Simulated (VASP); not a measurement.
# SiMo3: single point with PBEsol

SiMo3:

```xyz
8
Lattice="4.8616 0.0000 0.0000 0.0000 4.8616 0.0000 0.0000 0.0000 4.8616" Properties=species:S:1:pos:R:3 pbc="T T T"
Si    0.0000    0.0000    0.0000
Si    2.4308    2.4308    2.4308
Mo    0.0000    2.4308    1.2154
Mo    1.2154    0.0000    2.4308
Mo    0.0000    2.4308    3.6462
Mo    3.6462    0.0000    2.4308
Mo    2.4308    1.2154    0.0000
Mo    2.4308    3.6462    0.0000
```

```yaml
Program: VASP 6.6.1
Task: single point
Functional: PBEsol
Potentials_or_basis: VASP PAW PBE potentials, release 64 (Si, Mo_sv)
Cutoff: 520 eV
k_mesh: 7 × 7 × 7
Occupations: gaussian, width 0.1 eV
Spin: no spin polarisation
Dipole_correction: no
Further_INCAR_settings: ALGO = Fast; EDIFF = 1e-07; NBANDS = 56
```

* Pressure: 0.3 GPa
* Band gap on the k mesh: zero (bands 46 and 47 overlap by 1.99 eV)

Levels at points of the mesh, in eV from the Fermi level:
```tsv
k point	band 42	band 43	band 44	band 45	band 46	band 47	band 48	band 49
(0.00, 0.00, 0.00)	-2.23	-1.61	-1.61	1.28	1.28	1.28	2.13	2.44
```

Wall time 3.9 min on 1 thread of AMD EPYC 7R13, on a shared host, peak memory 0.23 GiB.

Caveat: the PAW data sets were made with another functional, which shifts forces and pressure a little.
